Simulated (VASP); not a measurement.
Runs of VASP 6.6.1 on Si. The structure is that of space group P6_3/mmc (No. 194), or close to it. The cells are those of the table. This isn't the form of Si at room conditions, which is diamond.

| cell | gap on the mesh (eV) | pressure (GPa) | largest force (eV/Å) |
| --- | --- | --- | --- |
| a = 3.832, b = 3.832, c = 6.849 Å, angles 90.0, 90.0, 120.0°, 4 atoms | 0.91 | -5.9 | 0.33 |
| a = 3.985, b = 3.985, c = 6.342 Å, angles 90.0, 90.0, 120.0°, 4 atoms | 0.58 | -6.4 | 0.35 |
| a = 4.138, b = 4.138, c = 6.088 Å, angles 90.0, 90.0, 120.0°, 4 atoms | none | -7.0 | 1.14 |
| a = 3.832, b = 3.832, c = 6.595 Å, angles 90.0, 90.0, 120.0°, 4 atoms | 0.87 | -3.5 | 0.26 |
| a = 4.138, b = 4.138, c = 5.834 Å, angles 90.0, 90.0, 120.0°, 4 atoms | none | -2.4 | 2.13 |
| a = 4.138, b = 4.138, c = 6.342 Å, angles 90.0, 90.0, 120.0°, 4 atoms | 0.11 | (b) | 0.54 |
| a = 3.985, b = 3.985, c = 6.595 Å, angles 90.0, 90.0, 120.0°, 4 atoms | 0.83 | -9.0 | 0.05 |
| a = 3.985, b = 3.985, c = 6.088 Å, angles 90.0, 90.0, 120.0°, 4 atoms | (a) | -2.6 | 0.93 |
| a = 3.985, b = 3.985, c = 5.834 Å, angles 90.0, 90.0, 120.0°, 4 atoms | none | 2.7 | 1.89 |

Alike in all rows: task single point; level r2SCAN; potentials or basis VASP PAW PBE potentials, release 64 (Si); no spin polarisation; k mesh 12 × 12 × 4; cutoff (eV) 520; smearing gaussian 0.05 eV.

Problem. Fill in the values left out.

Solution. (a) 0.28; (b) -10.2.

Caveats: the PAW data sets were made with another functional, which shifts forces and pressure a little; semilocal functionals underestimate gaps, and a narrow one can read as zero (at least some runs); the stress differs along the axes, from -9 to -1 GPa (at least some runs); the stress differs along the axes, from -15 to -1 GPa (at least some runs); the stress differs along the axes, from -15 to 9 GPa (at least some runs); the stress differs along the axes, from -15 to 23 GPa (at least some runs); the stress differs along the axes, from -14 to -2 GPa (at least some runs).

A k mesh can miss the band edges.

A gap of «none» marks levels without a gap at the run's occupations.
